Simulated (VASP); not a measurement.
## TiAl3: single point with PBEsol

The system is TiAl3.

```xyz
8
Lattice="0.0001 -3.8153 -0.0001 -3.8150 0.0001 0.0002 0.0004 -0.0002 -8.5550" Properties=species:S:1:pos:R:3 pbc="T T T"
Ti    0.0002   -0.0002    0.0002
Ti   -1.9073   -1.9075   -4.2775
Al   -1.9073   -1.9079    0.0002
Al   -3.8149   -3.8150   -4.2777
Al   -1.9076    0.0002   -2.1389
Al    0.0004   -1.9079   -6.4164
Al    0.0000   -1.9077   -2.1385
Al   -1.9071   -0.0002   -6.4160
```

| Quantity | Value |
| --- | --- |
| Program | VASP 6.6.1 |
| Task | single point |
| Functional | PBEsol |
| Potentials or basis | VASP PAW PBE potentials, release 64 (Ti_sv, Al) |
| Cutoff | 550 eV |
| k mesh | 10 × 10 × 4 |
| Occupations | gaussian, width 0.15 eV |
| Spin | no spin polarisation |
| Dipole correction | no |
| Second try | not_converged |
| Further INCAR settings | ALGO = All; EDIFF = 1e-06; NBANDS = 31 |

```json
{
 "Pressure": "0.1 GPa",
 "Largest force": "0.003 eV/Å",
 "Band gap on the k mesh": "zero (bands 21 and 22 overlap by 2.18 eV)"
}
```

Forces in eV/Å, atoms in the order of the input:
```
Ti  -0.001  0.001 -0.002
Ti   0.000 -0.001  0.001
Al   0.000  0.001 -0.001
Al   0.001 -0.001  0.001
Al   0.001 -0.002  0.003
Al   0.000  0.000  0.001
Al   0.000  0.001 -0.001
Al  -0.001  0.000 -0.001
```

Levels at points of the mesh, in eV from the Fermi level:
| k point | band 18 | band 19 | band 20 | band 21 | band 22 | band 23 | band 24 | band 25 |
| --- | --- | --- | --- | --- | --- | --- | --- | --- |
| (0.00, 0.00, 0.00) | -0.90 | -0.90 | -0.24 | 0.71 | 0.71 | 0.85 | 0.97 | 1.77 |
| (0.50, 0.00, 0.00) | -1.04 | -1.00 | -1.00 | 0.25 | 0.25 | 1.83 | 1.83 | 2.42 |
| (0.00, 0.50, 0.00) | -1.04 | -1.00 | -1.00 | 0.25 | 0.25 | 1.83 | 1.83 | 2.42 |
| (0.50, 0.50, 0.00) | -2.70 | -2.21 | -2.21 | -1.00 | -1.00 | 1.79 | 1.81 | 1.96 |
| (0.00, 0.00, 0.50) | -1.09 | -0.23 | -0.23 | 0.91 | 0.91 | 1.21 | 1.21 | 1.21 |
| (0.50, 0.00, 0.50) | -1.05 | -0.27 | -0.27 | 0.51 | 0.51 | 1.83 | 1.82 | 2.12 |
| (0.00, 0.50, 0.50) | -1.05 | -0.27 | -0.27 | 0.51 | 0.51 | 1.83 | 1.83 | 2.11 |
| (0.50, 0.50, 0.50) | -1.83 | -1.83 | -1.83 | -1.16 | -1.16 | 0.86 | 0.86 | 1.79 |

Wall time 10 min on 4 MPI ranks on AMD EPYC 7R43 64-Core Processor (Zen 3), on a shared host, peak memory 1.4 GiB a rank.

Caveat: the PAW data sets were made with another functional, which shifts forces and pressure a little.
